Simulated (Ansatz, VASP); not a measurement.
**Two plane-wave programs on Co**

File INCAR:

```
SYSTEM = Co
PREC     = Accurate       ! precision mode
ENCUT    = 520            ! plane-wave cutoff, eV
EDIFF    = 1E-7           ! SCF threshold, eV
ISMEAR   = -1             ! smearing method
SIGMA    = 0.15           ! smearing width, eV
LREAL    = .False.        ! projectors in reciprocal space
LASPH    = .True.         ! aspherical terms in the spheres
NELM     = 150            ! most SCF steps
ALGO     = Normal         ! electronic algorithm
ISIF     = 2              ! what is computed and relaxed
LWAVE    = .False.        ! write WAVECAR
LCHARG   = .True.         ! write CHGCAR
ISPIN    = 2              ! spin polarisation
MAGMOM   = 2.5 2.5 2.5 2.5 ! initial moments
LORBIT   = 11             ! projections on sites
LMAXMIX  = 4              ! l up to which the mixer works
GGA      = PE             ! functional
LELF     = .True.         ! ELF
LVHAR    = .True.       
NBANDS   = 30             ! bands
```

File KPOINTS:

```
regular mesh
0
Gamma
  11 11 3
  0 0 0
```

Contents of POSCAR:

```
Co
1.0
    2.4705617800      0.0000000000      0.0000000000
   -1.2352808900      2.1395692600      0.0000000000
    0.0000000000      0.0000000000      8.0882338000
Co
4
Direct
    0.0000000000      0.0000000000      0.0000000000
    0.3333333333      0.6666666667      0.2500000000
    0.0000000000      0.0000000000      0.5000000000
    0.6666666667      0.3333333333      0.7500000000
```

Input for Ansatz:

```yaml
crystal:
  lattice:
    - [2.47056178, 0.0, 0.0]
    - [-1.23528089, 2.13956926, 0.0]
    - [0.0, 0.0, 8.0882338]
  atoms:
    - { symbol: Co, position: [0.0, 0.0, 0.0], spin: 2.5 }
    - { symbol: Co, position: [0.3333333333333333, 0.6666666666666666, 0.25], spin: 2.5 }
    - { symbol: Co, position: [0.0, 0.0, 0.5], spin: 2.5 }
    - { symbol: Co, position: [0.6666666666666666, 0.3333333333333333, 0.75], spin: 2.5 }
basis:
  ecutwfc: 462.593566181796
kpoints:
  mp_grid:
    grid: [11, 11, 3]
magnetization:
  spin_polarized: true
scf:
  occupations:
    method: fermi_dirac
    width: 0.15
output:
  stress: true
```

Alike in both runs: task single point; functional PBE; k mesh 11 × 11 × 3; occupations fermi-dirac, width 0.15 eV; collinear spin.

|  | VASP | Ansatz |
| --- | --- | --- |
| version | VASP 6.6.1 | Ansatz 0.2.0 |
| potentials or method | VASP PAW PBE potentials, release 64 (Co), cutoff 520 eV | plane waves, PAW |
| valence electrons in the cell | 36 | 68 |

|  | VASP | Ansatz | Ansatz less VASP |
| --- | --- | --- | --- |
| pressure (GPa) | 3.3 | 4.1 | +0.78 |
| traceless stress, the component that is largest in VASP (GPa) | -1.33 | -1.33 | -0.001 |
| net moment per atom (μB) | 1.57 | 1.58 | +0.008 |
| size of the moment on the site where the two differ most (μB) | 1.59 | 1.66 | +0.063 |

Site moments also hang on the region over which each program counts them. VASP's potentials hold 36 valence electrons a cell and Ansatz's 68, so a difference there can come from the potentials and not from the codes.
